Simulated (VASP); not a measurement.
Au: single point with PBE

Au:

```
Au
1.0
     0.00000    2.03500    2.03500
     2.03500    0.00000    2.03500
     2.03500    2.03500    0.00000
Au
1
Cartesian
  0.0000 0.0000 0.0000
```

```json
{
  "Program": "VASP 6.6.1",
  "Task": "single point",
  "Functional": "PBE",
  "Potentials or basis": "VASP PAW PBE potentials, release 64 (Au)",
  "Cutoff": "520 eV",
  "k mesh": "8 × 8 × 8",
  "Occupations": "fermi-dirac, width 0.03 eV",
  "Spin": "no spin polarisation"
}
```

```
Pressure : 11.5 GPa
```

Levels at points of the mesh, in eV from the Fermi level:
| k point | band 2 | band 3 | band 4 | band 5 | band 6 | band 7 | band 8 | band 9 | band 10 | band 11 |
| --- | --- | --- | --- | --- | --- | --- | --- | --- | --- | --- |
| (0.00, 0.00, 0.00) | -4.68 | -4.68 | -4.68 | -3.13 | -3.13 | 14.57 | 18.64 | 18.64 | 18.64 | 23.57 |
| (0.50, 0.00, 0.00) | -4.72 | -4.72 | -1.91 | -1.91 | -0.94 | 3.20 | 14.02 | 17.28 | 17.28 | 25.16 |
| (0.50, 0.50, 0.00) | -6.78 | -1.95 | -1.58 | -1.58 | 1.06 | 5.94 | 10.11 | 10.11 | 17.40 | 20.04 |

Run time: 3.2 s on 1 thread of AMD EPYC 9R45 96-Core Processor (Zen 5), on a shared host, peak memory 0.11 GiB.

Caveat: spin-orbit coupling is left out, which moves the levels of the heavy elements.
